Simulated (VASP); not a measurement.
# GaAs (P6_3/mmc) in VASP: relaxation of cell and atoms with r2SCAN

Aim: the relaxation of cell and atoms of GaAs with r2SCAN.

All numbers are computed with VASP 6.6.1; they aren't measurements. Logs are shortened: lines on timing, memory, paths and dates and some standing lists are left out, and cuts for length are marked.

### 1 The cell of the first run

The structure is hexagonal, space group P6_3/mmc (No. 194). The conventional cell has a = 3.761 Å, b = 3.761 Å, c = 6.467 Å, α = 90.00°, β = 90.00°, γ = 120.00°. Ga (site symmetry -3m) has 6 As at 2.71 Å and 2 Ga at 3.23 Å within 3.6 Å. As (site symmetry -6m2) has 6 Ga at 2.71 Å within 3.6 Å.

### 2 Relaxation of cell and atoms, r2SCAN

Input file POSCAR:

```
GaAs
1.0
    3.7607298382      0.0000000000      0.0000000000
   -1.8803649191      3.2568875767      0.0000000000
    0.0000000000      0.0000000000      6.4671192662
Ga As
2 2
Direct
    0.0000000000      0.0000000000      0.0000000000
    0.0000000000      0.0000000000      0.5000000000
    0.3333333333      0.6666666667      0.2500000000
    0.6666666667      0.3333333333      0.7500000000
```

Input file INCAR.step1:

```
ALGO     = Normal         # electronic algorithm
EDIFF    = 1E-4           # SCF threshold, eV
ENCUT    = 600            # plane-wave cutoff, eV
GGA      = PE             # functional
ISMEAR   = -1             # smearing method
LASPH    = True           # aspherical terms in the spheres
LCHARG   = False          # write CHGCAR
LREAL    = False          # projectors in reciprocal space
LWAVE    = True           # write WAVECAR
NELM     = 100            # most SCF steps
PREC     = Accurate       # precision mode
SIGMA    = 0.02           # smearing width, eV
```

Input file INCAR.step2:

```
ALGO     = Normal         # electronic algorithm
EDIFF    = 1E-7           # SCF threshold, eV
EDIFFG   = -0.005         # ionic threshold
ENCUT    = 600            # plane-wave cutoff, eV
IBRION   = 2              # ionic algorithm
ISIF     = 3              # what is computed and relaxed
ISMEAR   = -1             # smearing method
ISTART   = 1            
LASPH    = True           # aspherical terms in the spheres
LCHARG   = False          # write CHGCAR
LMIXTAU  = True         
LREAL    = False          # projectors in reciprocal space
LWAVE    = False          # write WAVECAR
METAGGA  = R2SCAN         # meta-GGA
NELM     = 100            # most SCF steps
NSW      = 80             # ionic steps
PREC     = Accurate       # precision mode
SIGMA    = 0.02           # smearing width, eV
```

Input file KPOINTS:

```
k-points
0
Gamma
  12 12 4
```

Potentials or basis: VASP PAW PBE potentials, release 64 (Ga_d, As).

Launch:

```sh
$ cat potpaw_PBE.64/Ga_d/POTCAR potpaw_PBE.64/As/POTCAR > POTCAR
$ cp INCAR.step1 INCAR
$ mpirun -np 1 vasp_std > vasp.out
$ cp INCAR.step2 INCAR
$ mpirun -np 1 vasp_std > vasp.out
```

OUTCAR:

```text
EDIFF = 1E-7
   EDIFFG = -0.005
   ENCUT = 600
   IBRION = 2
   ISIF = 3
   ISMEAR = -1
   ISTART = 1
   LASPH = True
   LREAL = False
   METAGGA = R2SCAN
   NELM = 100
   NSW = 80
   PREC = Accurate

 ion  position               nearest neighbor table
   1  0.000  0.000  0.000-   3 2.71   4 2.71   4 2.71   3 2.71   4 2.71   3 2.71
   2  0.000  0.000  0.500-   3 2.71   4 2.71   4 2.71   3 2.71   4 2.71   3 2.71
   3  0.333  0.667  0.250-   1 2.71   2 2.71   1 2.71   2 2.71   1 2.71   2 2.71
   4  0.667  0.333  0.750-   1 2.71   2 2.71   1 2.71   2 2.71   1 2.71   2 2.71

  LATTYP: Found a hexagonal cell.
 ALAT       =     3.7607298382
 C/A-ratio  =     1.7196447350

  Lattice vectors:

 A1 = (   3.7607298382,   0.0000000000,   0.0000000000)
 A2 = (  -1.8803649191,   3.2568875767,   0.0000000000)
 A3 = (   0.0000000000,   0.0000000000,   6.4671192662)

Analysis of symmetry for initial positions (statically):
=====================================================================
 Subroutine PRICEL returns:
 Original cell was already a primitive cell.

 Routine SETGRP: Setting up the symmetry group for a
 hexagonal supercell.

 Subroutine GETGRP returns: Found 24 space group operations
 (whereof 12 operations were pure point group operations)
 out of a pool of 24 trial point group operations.

The static configuration has the point symmetry D_3d.
 The point group associated with its full space group is D_6h.

Analysis of symmetry for dynamics (positions and initial velocities):
=====================================================================
 Subroutine PRICEL returns:
 Original cell was already a primitive cell.

 Routine SETGRP: Setting up the symmetry group for a
 hexagonal supercell.

 Subroutine GETGRP returns: Found 24 space group operations
 (whereof 12 operations were pure point group operations)
 out of a pool of 24 trial point group operations.

The dynamic configuration has the point symmetry D_3d.
 The point group associated with its full space group is D_6h.

 Subroutine INISYM returns: Found 24 space group operations
 (whereof 12 operations are pure point group operations),
 and found     1 'primitive' translations

----------------------------------------------------------------------------------------

                                     Primitive cell

  volume of cell :      79.2111

  direct lattice vectors                    reciprocal lattice vectors
     3.760729838  0.000000000  0.000000000     0.265905833  0.153520804  0.000000000
    -1.880364919  3.256887577  0.000000000     0.000000000  0.307041608  0.000000000
     0.000000000  0.000000000  6.467119266     0.000000000  0.000000000  0.154628353

  length of vectors
     3.760729838  3.760729838  6.467119266     0.307041608  0.307041608  0.154628353

  position of ions in fractional coordinates (direct lattice)
     0.000000000  0.000000000  0.000000000
     0.000000000  0.000000000  0.500000000
     0.333333333  0.666666667  0.250000000
     0.666666667  0.333333333  0.750000000

  ion indices of the primitive-cell ions
   primitive index   ion index
                 1           1
                 2           2
                 3           3
                 4           4

----------------------------------------------------------------------------------------

 KPOINTS: k-points

Automatic generation of k-mesh.
 Grid dimensions read from file:
 generate k-points for:   12   12    4

 Generating k-lattice:

  Cartesian coordinates                     Fractional coordinates (reciprocal lattice)
     0.022158819  0.012793400  0.000000000     0.083333333  0.000000000  0.000000000
     0.000000000  0.025586801  0.000000000     0.000000000  0.083333333  0.000000000
     0.000000000  0.000000000  0.038657088     0.000000000  0.000000000  0.250000000

  Length of vectors
     0.025586801  0.025586801  0.038657088

  Shift w.r.t. Gamma in fractional coordinates (k-lattice)
     0.000000000  0.000000000  0.000000000

 Subroutine IBZKPT returns following result:
 ===========================================

 Found     57 irreducible k-points:

 Following reciprocal coordinates:
            Coordinates               Weight
  0.000000  0.000000  0.000000      1.000000
  0.083333  0.000000  0.000000      6.000000
  0.166667  0.000000  0.000000      6.000000
  0.250000 -0.000000  0.000000      6.000000
  0.333333  0.000000  0.000000      6.000000
  0.416667 -0.000000  0.000000      6.000000
[... 16 lines left out ...]
  0.250000 -0.000000  0.250000     12.000000
  0.333333  0.000000  0.250000     12.000000
 [... further k-points ...]
   k-points           NKPTS =     57   k-points in BZ     NKDIM =     57   number of bands    NBANDS=     22
   number of dos      NEDOS =    301   number of ions     NIONS =      4
   total plane-waves  NPLWV =  48600
   dimension x,y,z NGX =    30 NGY =   30 NGZ =   54
   dimension x,y,z NGXF=    60 NGYF=   60 NGZF=  108
   ions per type =               2   2
   NGX,Y,Z   is equivalent  to a cutoff of  13.26, 13.26, 13.88 a.u.
   NGXF,Y,Z  is equivalent  to a cutoff of  26.52, 26.52, 27.76 a.u.
 SYSTEM =  unknown system
   PREC   = accura    normal or accurate (medium, high low for compatibility)
   ISTART =      1    job   : 0-new  1-cont  2-samecut
   ICHARG =      0    charge: 1-file 2-atom 10-const
   ISPIN  =      1    spin polarized calculation?
   LNONCOLLINEAR =      F non collinear calculations
   LSORBIT =      F    spin-orbit coupling
   LASPH  =      T    aspherical Exc in radial PAW
   ENCUT  =  600.0 eV  44.10 Ry    6.64 a.u.   7.51  7.51 12.92*2*pi/ulx,y,z
   NELM   =    100;   NELMIN=  2; NELMDL=  0     # of ELM steps
   EDIFF  = 0.1E-06   stopping-criterion for ELM
   LREAL  =      F    real-space projection
   EDIFFG = -.5E-02   stopping-criterion for IOM
   NSW    =     80    number of steps for IOM
   IBRION =      2    ionic relax: 0-MD 1-quasi-New 2-CG
   NFREE  =      1    steps in history (QN), initial steepest desc. (CG)
   ISIF   =      3    stress and relaxation
   ISYM   =      2    0-nonsym 1-usesym 2-fastsym
   POTIM  = 0.5000    time-step for ionic-motion
   TEBEG  =    0.0;   TEEND  =   0.0 temperature during run
   PSTRESS=    0.0 pullay stress
   NELECT =      36.0000    total number of electrons
   NUPDOWN=      -1.0000    fix difference up-down
   EMIN   =  10.00;   EMAX   =-10.00  energy-range for DOS
   EFERMI =   0.00;   METHOD = LEGACY
   ISMEAR =    -1;   SIGMA  =   0.02  broadening in eV -4-tet -1-fermi 0-gaus
   EFERMI_NEDOS =   21; number of points for ismear=-14 and -15
   IALGO  =     38    algorithm
   IMIX   =      4    mixing-type and parameters
     AMIX     =   0.40;   BMIX     =  1.00
     AMIX_MAG =   1.60;   BMIX_MAG =  1.00
  volume/ion in A,a.u.               =      19.80       133.64
  Fermi-wavevector in a.u.,A,eV,Ry     =   1.258675  2.378552 21.555217  1.584264
  Thomas-Fermi vector in A             =   2.392273
   LORBIT       =      0    0 simple, 1 ext, 2 COOP (PROOUT), +10 PAW based schemes
   METAGGA = R2SCAN    functional components
   LHFCALC =     F    Hartree Fock is set to
   AEXX    =    0.0000 exact exchange contribution
   IVDW    =     0    specifies the selected vdW correction
   LEPSILON=     F    determine dielectric tensor
   LRPA    =     F    only Hartree local field effects (RPA)
 conjugate gradient relaxation of ions
 non-spin polarized calculation
  energy-cutoff  :      600.00
  volume of cell :       79.21
 maximum number of plane-waves:      2690
   NGX = 15   NGY = 15   NGZ = 25

--------------------------------------- Ionic step        1  -------------------------------------------

 number of electron      36.0000006 magnetization

 Free energy of the ion-electron system (eV)
  ---------------------------------------------------
  ext. energy  EPLUGINS =         0.00000000
  ---------------------------------------------------
  free energy    TOTEN  =       -52.26499949 eV

  energy without entropy =      -52.26331777  energy(sigma->0) =      -52.26415863

------------------------ aborting loop because EDIFF is reached ----------------------------------------

  FORCE on cell =-STRESS in cart. coord.  units (eV):
  Direction    XX          YY          ZZ          XY          YZ          ZX
  --------------------------------------------------------------------------------------
  -------------------------------------------------------------------------------------
  Total       -1.0644157     -1.0644157     -1.7774930      0.0000000     -0.0000000     -0.0000000
  in kB      -21.5296062    -21.5296062    -35.9527982      0.0000000     -0.0000000     -0.0000000
  external PRESSURE =     -26.3373369 kB  Pullay stress =       0.0000000 kB
[... 175 lines left out ...]
  energy  without entropy=      -52.2912406065  energy(sigma->0) =      -52.29205926

--------------------------------------- Ionic step        6  -------------------------------------------

 number of electron      36.0000012 magnetization

 Free energy of the ion-electron system (eV)
  ---------------------------------------------------
  ext. energy  EPLUGINS =         0.00000000
  ---------------------------------------------------
  free energy    TOTEN  =       -52.29299252 eV

  energy without entropy =      -52.29123695  energy(sigma->0) =      -52.29211474

 E-fermi :   5.2931     XC(G=0): -11.4402

 val. band max:        5.2463054394   @ k =   0.0833   0.0833   0.0000
 cond. band min:       5.2974930487   @ k =   0.0000   0.0000   0.2500
 fundamental gap:      0.0511876093
 Fermi energy:         5.2931365217

 k-point     1 :       0.0000    0.0000    0.0000
  band No.  band energies     occupation
      1     -10.0931      2.00000
      2     -10.0765      2.00000
      3     -10.0765      2.00000
      4     -10.0151      2.00000
      5     -10.0151      2.00000
      6      -9.9993      2.00000
[... 574 lines left out ...]
      6     -10.0074      2.00000
[... 14 lines left out ...]
     21       9.4363      0.00000
     22       9.9818      0.00000

 [... further k-points ...]

------------------------ aborting loop because EDIFF is reached ----------------------------------------

  FORCE on cell =-STRESS in cart. coord.  units (eV):
  Direction    XX          YY          ZZ          XY          YZ          ZX
  --------------------------------------------------------------------------------------
  -------------------------------------------------------------------------------------
  Total       -0.0017060     -0.0017060     -0.0096489      0.0000000      0.0000000      0.0000000
  in kB       -0.0357722     -0.0357722     -0.2023240      0.0000000      0.0000000      0.0000000
  external PRESSURE =      -0.0912895 kB  Pullay stress =       0.0000000 kB
[... 19 lines left out ...]
  FREE ENERGIE OF THE ION-ELECTRON SYSTEM (eV)
  ---------------------------------------------------
  free  energy   TOTEN  =       -52.2929925222 eV

  energy  without entropy=      -52.2912369508  energy(sigma->0) =      -52.29211474

 reached required accuracy - stopping structural energy minimisation
```

Wall time 17 min (1 thread of Intel Xeon 6975P-C (Granite Rapids), shared host); peak memory 0.31 GiB.

Results:

* Free energy: -52.2930 eV
* Relaxed volume: 19.10 Å³/atom
* Relaxed cell: a = 3.733 Å, b = 3.733 Å, c = 6.332 Å, α = 90.00°, β = 90.00°, γ = 120.00°
* Space group after relaxing (to 0.1 Å): P6_3/mmc (No. 194)
* Energy gained by relaxing: 7.0 meV/atom
* Ionic steps: 6
* Pressure after relaxing: 0.0 GPa
* Band gap on the k mesh: zero (bands 18 and 19 overlap by 3.79 eV)

The path:
| step | energy change (eV) | largest force (eV/Å) | pressure (GPa) | volume (Å³) |
| --- | --- | --- | --- | --- |
| 1 | 0.0000 | 0.0000 | -2.63 | 79.21 |
| 2 | -0.0253 | 0.0000 | 0.91 | 75.54 |
| 3 | -0.0271 | 0.0000 | 0.12 | 76.26 |
| 4 | -0.0271 | 0.0000 | 0.06 | 76.32 |
| 5 | -0.0279 | 0.0000 | 0.02 | 76.38 |
| 6 | -0.0280 | 0.0000 | -0.01 | 76.41 |

Final structure:
```cif
data_structure
_symmetry_space_group_name_H-M 'P 1'
_symmetry_Int_Tables_number 1
_cell_length_a 3.7328
_cell_length_b 3.7328
_cell_length_c 6.3320
_cell_angle_alpha 90.000
_cell_angle_beta 90.000
_cell_angle_gamma 120.000
_cell_volume 76.41
loop_
_atom_site_label
_atom_site_type_symbol
_atom_site_fract_x
_atom_site_fract_y
_atom_site_fract_z
_atom_site_occupancy
Ga1 Ga 0.00000 0.00000 0.00000 1
Ga2 Ga 0.00000 0.00000 0.50000 1
As1 As 0.33333 0.66667 0.25000 1
As2 As 0.66667 0.33333 0.75000 1
```

Caveat: the PAW data sets were made with another functional, which shifts forces and pressure a little.

The gap in the log of VASP goes by the Fermi energy; the results here count the filled bands.